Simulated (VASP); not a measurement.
**Cu: single point with LDA**

The system is Cu.

```
Cu
1.0
     0.00000    1.51614    1.51614
     1.51614    0.00000    1.51614
     1.51614    1.51614    0.00000
Cu
1
Direct
  0.00000 0.00000 0.00000
```

This cell differs from its parent crystal: volume scaled by 0.64.

* Program: VASP 6.6.1
* Task: single point
* Functional: LDA
* Potentials or basis: VASP PAW LDA potentials, release 64 (Cu)
* Cutoff: 520 eV
* k mesh: 18 × 18 × 18
* Occupations: fermi-dirac, width 0.05 eV
* Spin: no spin polarisation

```
Pressure : 254.5 GPa
```

Levels at points of the mesh, in eV from the Fermi level:
```tsv
k point	band 4	band 5	band 6	band 7	band 8	band 9
(0.00, 0.00, 0.00)	-5.68	-3.80	-3.80	26.01	33.12	33.12
(0.50, 0.00, 0.00)	-3.01	-2.52	-2.52	7.13	24.34	30.93
(0.50, 0.50, 0.00)	-2.20	-2.20	0.93	11.43	17.42	17.42
```

Run time: 4.6 s on 1 thread of Intel Xeon 6975P-C (shared host), peak memory 0.12 GiB.
